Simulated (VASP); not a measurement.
# Sc (P6_3/mmc) in VASP: notebook

Sc is run at these levels: LDA; tasks: single point, relaxation of cell and atoms.

Program: VASP 6.6.1. These are calculated values, not measurements. Logs are shortened: lines on timing, memory, paths and dates and some standing lists are left out, and cuts for length are marked.

### 1 The cell of the first run

The structure is hexagonal, space group P6_3/mmc (No. 194). The conventional cell has a = 3.229 Å, b = 3.229 Å, c = 4.996 Å, α = 90.00°, β = 90.00°, γ = 120.00°. Within 4.1 Å of Sc (site symmetry -6m2) lie 12 Sc at 3.12 to 3.23 Å.

### 2 Single point, LDA

INCAR

```
SYSTEM = Sc
PREC = Accurate ; ENCUT = 520
EDIFF = 1E-6 ; ISMEAR = -1
SIGMA = 0.05 ; LREAL = .FALSE.
LASPH = .TRUE. ; NELM = 60
ALGO = Normal ; ISIF = 2
LWAVE = .FALSE. ; LCHARG = .FALSE.
NBANDS = 18
```

KPOINTS

```
regular mesh
0
G
  9 9 5
  0 0 0
```

POSCAR

```
Sc
1.0
    3.2286783874      0.0000000000      0.0000000000
   -1.6143391937      2.7961175041      0.0000000000
    0.0000000000      0.0000000000      4.9962955237
Sc
2
Direct
    0.3333333333      0.6666666667      0.2500000000
    0.6666666667      0.3333333333      0.7500000000
```

Potentials or basis: VASP PAW LDA potentials, release 64 (Sc_sv).

The run is started by

```bash
> cat potpaw_LDA.64/Sc_sv/POTCAR > POTCAR
> mpirun -np 1 vasp_std > vasp.out
```

OUTCAR:

```text
SYSTEM = Sc
   PREC = Accurate
   ENCUT = 520
   EDIFF = 1E-6
   ISMEAR = -1
   LREAL = .FALSE.
   LASPH = .TRUE.
   NELM = 60
   ISIF = 2

 ion  position               nearest neighbor table
   1  0.333  0.667  0.250-   2 3.12   2 3.12   2 3.12   2 3.12   2 3.12   2 3.12
   2  0.667  0.333  0.750-   1 3.12   1 3.12   1 3.12   1 3.12   1 3.12   1 3.12

  LATTYP: Found a hexagonal cell.
 ALAT       =     3.2286783874
 C/A-ratio  =     1.5474738962

  Lattice vectors:

 A1 = (   3.2286783874,   0.0000000000,   0.0000000000)
 A2 = (  -1.6143391937,   2.7961175041,   0.0000000000)
 A3 = (   0.0000000000,   0.0000000000,   4.9962955237)

Analysis of symmetry for initial positions (statically):
=====================================================================
 Subroutine PRICEL returns:
 Original cell was already a primitive cell.

 Routine SETGRP: Setting up the symmetry group for a
 hexagonal supercell.

 Subroutine GETGRP returns: Found 24 space group operations
 (whereof 12 operations were pure point group operations)
 out of a pool of 24 trial point group operations.

The static configuration has the point symmetry D_3d.
 The point group associated with its full space group is D_6h.

Analysis of symmetry for dynamics (positions and initial velocities):
=====================================================================
 Subroutine PRICEL returns:
 Original cell was already a primitive cell.

 Routine SETGRP: Setting up the symmetry group for a
 hexagonal supercell.

 Subroutine GETGRP returns: Found 24 space group operations
 (whereof 12 operations were pure point group operations)
 out of a pool of 24 trial point group operations.

The dynamic configuration has the point symmetry D_3d.
 The point group associated with its full space group is D_6h.

 Subroutine INISYM returns: Found 24 space group operations
 (whereof 12 operations are pure point group operations),
 and found     1 'primitive' translations

----------------------------------------------------------------------------------------

                                     Primitive cell

  volume of cell :      45.1054

  direct lattice vectors                    reciprocal lattice vectors
     3.228678387  0.000000000  0.000000000     0.309724252  0.178819381  0.000000000
    -1.614339194  2.796117504  0.000000000     0.000000000  0.357638761  0.000000000
     0.000000000  0.000000000  4.996295524     0.000000000  0.000000000  0.200148289

  length of vectors
     3.228678387  3.228678387  4.996295524     0.357638761  0.357638761  0.200148289

  position of ions in fractional coordinates (direct lattice)
     0.333333333  0.666666667  0.250000000
     0.666666667  0.333333333  0.750000000

  ion indices of the primitive-cell ions
   primitive index   ion index
                 1           1
                 2           2

----------------------------------------------------------------------------------------

 KPOINTS: regular mesh

Automatic generation of k-mesh.
 Grid dimensions read from file:
 generate k-points for:    9    9    5

 Generating k-lattice:

  Cartesian coordinates                     Fractional coordinates (reciprocal lattice)
     0.034413806  0.019868820  0.000000000     0.111111111  0.000000000  0.000000000
     0.000000000  0.039737640  0.000000000     0.000000000  0.111111111  0.000000000
     0.000000000  0.000000000  0.040029658     0.000000000  0.000000000  0.200000000

  Length of vectors
     0.039737640  0.039737640  0.040029658

  Shift w.r.t. Gamma in fractional coordinates (k-lattice)
     0.000000000  0.000000000  0.000000000

 Subroutine IBZKPT returns following result:
 ===========================================

 Found     36 irreducible k-points:

 Following reciprocal coordinates:
            Coordinates               Weight
  0.000000  0.000000  0.000000      1.000000
  0.111111  0.000000  0.000000      6.000000
  0.222222  0.000000  0.000000      6.000000
  0.333333  0.000000  0.000000      6.000000
  0.444444  0.000000  0.000000      6.000000
  0.111111  0.111111  0.000000      6.000000
[... 16 lines left out ...]
  0.333333  0.222222  0.200000     24.000000
  0.333333  0.333333  0.200000      4.000000
 [... further k-points ...]
   k-points           NKPTS =     36   k-points in BZ     NKDIM =     36   number of bands    NBANDS=     18
   number of dos      NEDOS =    301   number of ions     NIONS =      2
   total plane-waves  NPLWV =  23040
   dimension x,y,z NGX =    24 NGY =   24 NGZ =   40
   dimension x,y,z NGXF=    48 NGYF=   48 NGZF=   80
   ions per type =               2
   NGX,Y,Z   is equivalent  to a cutoff of  12.36, 12.36, 13.31 a.u.
   NGXF,Y,Z  is equivalent  to a cutoff of  24.72, 24.72, 26.62 a.u.
 SYSTEM =  Sc
   PREC   = accura    normal or accurate (medium, high low for compatibility)
   ISTART =      0    job   : 0-new  1-cont  2-samecut
   ICHARG =      2    charge: 1-file 2-atom 10-const
   ISPIN  =      1    spin polarized calculation?
   LNONCOLLINEAR =      F non collinear calculations
   LSORBIT =      F    spin-orbit coupling
   LASPH  =      T    aspherical Exc in radial PAW
   ENCUT  =  520.0 eV  38.22 Ry    6.18 a.u.   6.00  6.00  9.29*2*pi/ulx,y,z
   NELM   =     60;   NELMIN=  2; NELMDL= -5     # of ELM steps
   EDIFF  = 0.1E-05   stopping-criterion for ELM
   LREAL  =      F    real-space projection
   EDIFFG = 0.1E-04   stopping-criterion for IOM
   NSW    =      0    number of steps for IOM
   IBRION =     -1    ionic relax: 0-MD 1-quasi-New 2-CG
   NFREE  =      0    steps in history (QN), initial steepest desc. (CG)
   ISIF   =      2    stress and relaxation
   ISYM   =      2    0-nonsym 1-usesym 2-fastsym
   POTIM  = 0.5000    time-step for ionic-motion
   TEBEG  =    0.0;   TEEND  =   0.0 temperature during run
   PSTRESS=    0.0 pullay stress
   NELECT =      22.0000    total number of electrons
   NUPDOWN=      -1.0000    fix difference up-down
   EMIN   =  10.00;   EMAX   =-10.00  energy-range for DOS
   EFERMI =   0.00;   METHOD = LEGACY
   ISMEAR =    -1;   SIGMA  =   0.05  broadening in eV -4-tet -1-fermi 0-gaus
   EFERMI_NEDOS =   21; number of points for ismear=-14 and -15
   IALGO  =     38    algorithm
   IMIX   =      4    mixing-type and parameters
     AMIX     =   0.40;   BMIX     =  1.00
     AMIX_MAG =   1.60;   BMIX_MAG =  1.00
  volume/ion in A,a.u.               =      22.55       152.19
  Fermi-wavevector in a.u.,A,eV,Ry     =   1.288664  2.435221 22.594573  1.660654
  Thomas-Fermi vector in A             =   2.420604
   LORBIT       =      0    0 simple, 1 ext, 2 COOP (PROOUT), +10 PAW based schemes
   GGA     = CA    functional components
   LHFCALC =     F    Hartree Fock is set to
   AEXX    =    0.0000 exact exchange contribution
   IVDW    =     0    specifies the selected vdW correction
   LEPSILON=     F    determine dielectric tensor
   LRPA    =     F    only Hartree local field effects (RPA)
 non-spin polarized calculation
  energy-cutoff  :      520.00
  volume of cell :       45.11
 maximum number of plane-waves:      1242
   NGX = 13   NGY = 13   NGZ = 19

 number of electron      21.9999999 magnetization

 Free energy of the ion-electron system (eV)
  ---------------------------------------------------
  ext. energy  EPLUGINS =         0.00000000
  ---------------------------------------------------
  free energy    TOTEN  =       -13.46221454 eV

  energy without entropy =      -13.42927448  energy(sigma->0) =      -13.44574451

 E-fermi :   3.9935     XC(G=0): -10.5150

 val. band max:        3.9821924646   @ k =   0.4444   0.1111   0.4000
 cond. band min:       4.0380968147   @ k =   0.2222   0.0000   0.0000
 fundamental gap:      0.0559043501
 Fermi energy:         3.9935080933

 k-point     1 :       0.0000    0.0000    0.0000
  band No.  band energies     occupation
      1     -44.6056      2.00000
      2     -44.4932      2.00000
      3     -23.8752      2.00000
      4     -23.3951      2.00000
      5     -23.3951      2.00000
      6     -23.3013      2.00000
[... 10 lines left out ...]
     17       6.4079      0.00000
     18       6.4079      0.00000

 k-point     2 :       0.1111    0.0000    0.0000
  band No.  band energies     occupation
      1     -44.5969      2.00000
      2     -44.4905      2.00000
      3     -23.8529      2.00000
      4     -23.4368      2.00000
      5     -23.4097      2.00000
      6     -23.3449      2.00000
[... 10 lines left out ...]
     17       6.2732      0.00000
     18       6.3328      0.00000

 k-point     3 :       0.2222    0.0000    0.0000
  band No.  band energies     occupation
      1     -44.5738      2.00000
      2     -44.4846      2.00000
      3     -23.7915      2.00000
      4     -23.5434      2.00000
      5     -23.4515      2.00000
      6     -23.4447      2.00000
[... 10 lines left out ...]
     17       6.7619      0.00000
     18       6.8578      0.00000

 k-point     4 :       0.3333    0.0000    0.0000
  band No.  band energies     occupation
      1     -44.5450      2.00000
      2     -44.4804      2.00000
      3     -23.7070      2.00000
      4     -23.6666      2.00000
      5     -23.5666      2.00000
      6     -23.4824      2.00000
[... 10 lines left out ...]
     17       7.4571      0.00000
     18       7.5550      0.00000

 k-point     5 :       0.4444    0.0000    0.0000
  band No.  band energies     occupation
      1     -44.5224      2.00000
      2     -44.4813      2.00000
      3     -23.7474      2.00000
      4     -23.6387      2.00000
      5     -23.6316      2.00000
      6     -23.5062      2.00000
[... 10 lines left out ...]
     17       8.1750      0.00000
     18       8.4415      0.00000

 k-point     6 :       0.1111    0.1111    0.0000
  band No.  band energies     occupation
      1     -44.5810      2.00000
      2     -44.4862      2.00000
      3     -23.8110      2.00000
      4     -23.4981      2.00000
      5     -23.4650      2.00000
      6     -23.3940      2.00000
[... 10 lines left out ...]
     17       6.4860      0.00000
     18       6.7914      0.00000

 k-point     7 :       0.2222    0.1111    0.0000
  band No.  band energies     occupation
      1     -44.5549      2.00000
      2     -44.4813      2.00000
      3     -23.7373      2.00000
      4     -23.6034      2.00000
      5     -23.5507      2.00000
      6     -23.4543      2.00000
[... 10 lines left out ...]
     17       7.0651      0.00000
     18       7.5007      0.00000

 k-point     8 :       0.3333    0.1111    0.0000
  band No.  band energies     occupation
      1     -44.5283      2.00000
      2     -44.4805      2.00000
      3     -23.7059      2.00000
      4     -23.6527      2.00000
      5     -23.6130      2.00000
      6     -23.5096      2.00000
[... 10 lines left out ...]
     17       7.8275      0.00000
     18       8.3216      0.00000
[... 229 lines left out ...]
     17       7.2490      0.00000
     18       7.4454      0.00000

 k-point    20 :       0.3333    0.1111    0.2000
  band No.  band energies     occupation
      1     -44.5237      2.00000
      2     -44.4851      2.00000
      3     -23.7607      2.00000
      4     -23.6685      2.00000
      5     -23.5601      2.00000
      6     -23.4964      2.00000
[... 10 lines left out ...]
     17       7.8500      0.00000
     18       7.9801      0.00000

 k-point    21 :       0.4444    0.1111    0.2000
  band No.  band energies     occupation
      1     -44.5120      2.00000
      2     -44.4859      2.00000
      3     -23.7854      2.00000
      4     -23.6917      2.00000
      5     -23.5629      2.00000
      6     -23.4917      2.00000
[... 10 lines left out ...]
     17       8.0387      0.00000
     18       8.2557      0.00000

 k-point    22 :       0.2222    0.2222    0.2000
  band No.  band energies     occupation
      1     -44.5257      2.00000
      2     -44.4851      2.00000
      3     -23.7275      2.00000
      4     -23.6698      2.00000
      5     -23.5327      2.00000
      6     -23.5254      2.00000
[... 10 lines left out ...]
     17       7.7722      0.00000
     18       8.0048      0.00000

 k-point    23 :       0.3333    0.2222    0.2000
  band No.  band energies     occupation
      1     -44.5073      2.00000
      2     -44.4868      2.00000
      3     -23.7357      2.00000
      4     -23.6810      2.00000
      5     -23.5990      2.00000
      6     -23.4938      2.00000
[... 10 lines left out ...]
     17       7.7999      0.00000
     18       8.2514      0.00000

 k-point    24 :       0.3333    0.3333    0.2000
  band No.  band energies     occupation
      1     -44.4942      2.00000
      2     -44.4942      2.00000
      3     -23.6774      2.00000
      4     -23.6734      2.00000
      5     -23.6734      2.00000
      6     -23.5098      2.00000
[... 10 lines left out ...]
     17       7.9339      0.00000
     18       7.9339      0.00000

 [... further k-points ...]

------------------------ aborting loop because EDIFF is reached ----------------------------------------

  FORCE on cell =-STRESS in cart. coord.  units (eV):
  Direction    XX          YY          ZZ          XY          YZ          ZX
  --------------------------------------------------------------------------------------
  -------------------------------------------------------------------------------------
  Total        0.0217984      0.0217984      0.0198016      0.0000000      0.0000000     -0.0000000
  in kB        0.7742963      0.7742963      0.7033669      0.0000000      0.0000000     -0.0000000
  external PRESSURE =       0.7506531 kB  Pullay stress =       0.0000000 kB

 VOLUME and BASIS-vectors are now :
 -----------------------------------------------------------------------------
  energy-cutoff  :      520.00
  volume of cell :       45.11
      direct lattice vectors                 reciprocal lattice vectors
     3.228678387  0.000000000  0.000000000     0.309724252  0.178819381  0.000000000
    -1.614339194  2.796117504  0.000000000     0.000000000  0.357638761  0.000000000
     0.000000000  0.000000000  4.996295524     0.000000000  0.000000000  0.200148289

 POSITION                                       TOTAL-FORCE (eV/Angst)
 -----------------------------------------------------------------------------------
     -0.00000      1.86408      1.24907         0.000000      0.000000      0.000000
      1.61434      0.93204      3.74722        -0.000000     -0.000000      0.000000
 -----------------------------------------------------------------------------------
    total drift:                                0.000000     -0.000000      0.000000

  FREE ENERGIE OF THE ION-ELECTRON SYSTEM (eV)
  ---------------------------------------------------
  free  energy   TOTEN  =       -13.4622145434 eV

  energy  without entropy=      -13.4292744833  energy(sigma->0) =      -13.44574451
```

Run time: 16 s. Hardware: 1 thread of Intel Xeon Platinum 8559C (Emerald Rapids), shared host; peak memory 0.15 GiB.

Results:

- Free energy: -13.4622 eV
- Pressure: 0.1 GPa
- Band gap on the k mesh: zero (band 11 reaches 4.97 eV, above the bottom of band 12 at 3.38 eV)

Levels at points of the mesh, in eV from the Fermi level:
| k point | band 8 | band 9 | band 10 | band 11 | band 12 | band 13 | band 14 | band 15 |
| --- | --- | --- | --- | --- | --- | --- | --- | --- |
| (0.00, 0.00, 0.00) | -27.26 | -5.23 | -1.76 | 0.98 | 1.63 | 1.63 | 1.97 | 2.15 |

### 3 Relaxation of cell and atoms, LDA

This run uses another cell than the first one, of 25.00 Å³/atom, 1.109 times its volume.

INCAR

```
PREC = Accurate
ENCUT = 600
EDIFF = 1E-6
ISMEAR = -1
SIGMA = 0.05
LREAL = F
LASPH = T
NELM = 100
ALGO = Normal
ISIF = 3
LWAVE = F
LCHARG = F
GGA = CA
IBRION = 2
NSW = 80
EDIFFG = -0.01
```

KPOINTS

```
regular mesh
0
Gamma
  9 9 5
```

POSCAR

```
Sc
1.0
    3.3090000000      0.0000000000      0.0000000000
   -1.6545000000      2.8656780000      0.0000000000
    0.0000000000      0.0000000000      5.2733000000
Sc
2
Direct
    0.3333333333      0.6666666667      0.2500000000
    0.6666666667      0.3333333333      0.7500000000
```

Potentials or basis: VASP PAW LDA potentials, release 64 (Sc_sv).

The run is started by

```bash
> cat potpaw_LDA.64/Sc_sv/POTCAR > POTCAR
> mpirun -np 1 vasp_std > vasp.out
```

It took 80 s on 1 thread of Intel Xeon Platinum 8559C (Emerald Rapids), shared host; peak memory 0.18 GiB.

The run converged. Its results:

| Quantity | Value |
| --- | --- |
| Free energy | -13.4627 eV |
| Relaxed volume | 22.58 Å³/atom |
| Relaxed cell | a = 3.230 Å, b = 3.230 Å, c = 4.998 Å, α = 90.00°, β = 90.00°, γ = 120.00° |
| Space group after relaxing (to 0.05 Å) | P6_3/mmc (No. 194) |
| Energy gained by relaxing | 44.7 meV/atom |
| Ionic steps | 8 |
| Pressure after relaxing | 0.0 GPa |
| Band gap on the k mesh | zero (band 11 reaches 4.96 eV, above the bottom of band 12 at 3.37 eV) |

The path:
```
step  energy change (eV)  largest force (eV/Å)  pressure (GPa)  volume (Å³)
   1              0.0000                0.0000           -5.22        50.00
   2             -0.0841                0.0000            1.24        44.34
   3             -0.0869                0.0000            0.14        45.13
   4             -0.0869                0.0000            0.00        45.23
   5             -0.0887                0.0000           -0.05        45.25
   6             -0.0893                0.0000           -0.09        45.26
   7             -0.0893                0.0000           -0.09        45.26
   8             -0.0894                0.0000            0.03        45.17
```

Final structure:
```xyz
2
Lattice="3.2303 0.0000 0.0000 -1.6151 2.7975 0.0000 0.0000 0.0000 4.9984" Properties=species:S:1:pos:R:3 pbc="T T T"
Sc    0.0000    1.8650    1.2496
Sc    1.6151    0.9325    3.7488
```

Levels at points of the mesh, in eV from the Fermi level:
| k point | band 9 | band 10 | band 11 | band 12 | band 13 | band 14 |
| --- | --- | --- | --- | --- | --- | --- |
| (0.00, 0.00, 0.00) | -5.23 | -1.76 | 0.98 | 1.63 | 1.63 | 1.97 |

LDA usually gives volumes a few per cent too small. Zero-point motion and thermal expansion aren't in these numbers.
